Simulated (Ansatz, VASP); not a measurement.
LiBr2 in VASP and in Ansatz

```
Br Li
1.0
     0.00000    0.00000    7.08482
     4.77062    0.00000    0.00000
     2.38531    4.73571   -3.54241
Br Li
4 2
Direct
  0.12219 0.17733 0.24439
  0.87781 0.82267 0.75561
  0.37781 0.42172 0.75561
  0.62219 0.57828 0.24439
  0.25000 0.00000 0.00000
  0.75000 0.00000 0.00000
```

Alike in both runs: functional r2SCAN; k mesh 4 × 4 × 4; no spin polarisation.

Ansatz relaxed the structure, and its values are those at the end. VASP's run is a single point on that final structure, the one shown.

|  | VASP | Ansatz |
| --- | --- | --- |
| version | VASP 6.6.1 | Ansatz 0.2.0 |
| potentials or method | VASP PAW PBE potentials, release 64 (Br, Li_sv), cutoff 520 eV | PAW plane waves |
| occupations | fermi-dirac, width 0.1 eV | fermi-dirac |
| valence electrons in the cell | 34 | 34 |

|  | VASP | Ansatz | Ansatz less VASP |
| --- | --- | --- | --- |
| gap on the k mesh at the Fermi level (eV) | none | none | - |
| rms of the force components (eV/Å) | 0.005 | 0.003 | -0.0015 |

VASP's potentials were made for PBE, not for r2SCAN. A gap of «none» marks a metal or a gap that the smearing closes.

The k mesh is coarse, so the values compare programs but aren't converged. Noted on VASP's run: the cutoff is under 1.25 times that of the potentials, so the pressure is a little rough.
